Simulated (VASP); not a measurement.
# BIr12: single point with PBE

BIr12, a slab with vacuum:

```
Ir B
1.0
     5.43058    0.00000    0.00000
     2.71529    4.70302    0.00000
     0.00000    0.00000   15.43405
Ir B
12 1
Direct
  0.16667 0.16667 0.06479
  0.66667 0.16667 0.06479
  0.16667 0.66667 0.06479
  0.66667 0.66667 0.06479
  0.83350 0.33299 0.20688
  0.33333 0.33333 0.20550
  0.83351 0.83351 0.20689
  0.33299 0.83350 0.20688
  0.00001 0.00000 0.34721
  0.49733 0.00537 0.35562
  0.00537 0.49732 0.35562
  0.49732 0.49731 0.35563
  0.66665 0.66666 0.43825
```

```
Program                : VASP 6.6.1
Task                   : single point
Functional             : PBE
Potentials or basis    : VASP PAW PBE potentials, release 64 (Ir, B)
Cutoff                 : 520 eV
k mesh                 : 4 × 4 × 1
Occupations            : gaussian, width 0.05 eV
Spin                   : no spin polarisation
Dipole correction      : no
Further INCAR settings : ALGO = Normal; EDIFF = 1e-06; NBANDS = 68
```

| Quantity | Value |
| --- | --- |
| Largest force | 0.366 eV/Å |

Forces in eV/Å, atoms in the order of the input:
```
Ir  -0.089 -0.051 -0.170
Ir   0.089 -0.051 -0.170
Ir   0.000  0.103 -0.170
Ir   0.000  0.000  0.366
Ir   0.000  0.012  0.021
Ir   0.000  0.000 -0.010
Ir  -0.010 -0.006  0.020
Ir   0.010 -0.006  0.021
Ir   0.000  0.000  0.012
Ir   0.000  0.076 -0.020
Ir   0.066 -0.038 -0.020
Ir  -0.066 -0.038 -0.021
B    0.001  0.000  0.140
```

Levels at points of the mesh, in eV from the Fermi level:
| k point | band 54 | band 55 | band 56 | band 57 | band 58 | band 59 |
| --- | --- | --- | --- | --- | --- | --- |
| (0.00, 0.00, 0.00) | 0.51 | 0.55 | 0.55 | 0.80 | 0.80 | 1.01 |
| (0.50, 0.00, 0.00) | -0.74 | -0.63 | -0.54 | -0.48 | -0.30 | 0.09 |
| (0.50, 0.50, 0.00) | -0.74 | -0.63 | -0.54 | -0.48 | -0.30 | 0.09 |
| (0.00, 0.50, 0.00) | -0.74 | -0.63 | -0.54 | -0.48 | -0.30 | 0.09 |

It took 7.2 min on 1 thread of Intel(R) Xeon(R) 6975P-C (Granite Rapids) (shared host), peak memory 0.57 GiB.

Caveat: spin-orbit coupling is left out, which moves the levels of the heavy elements.
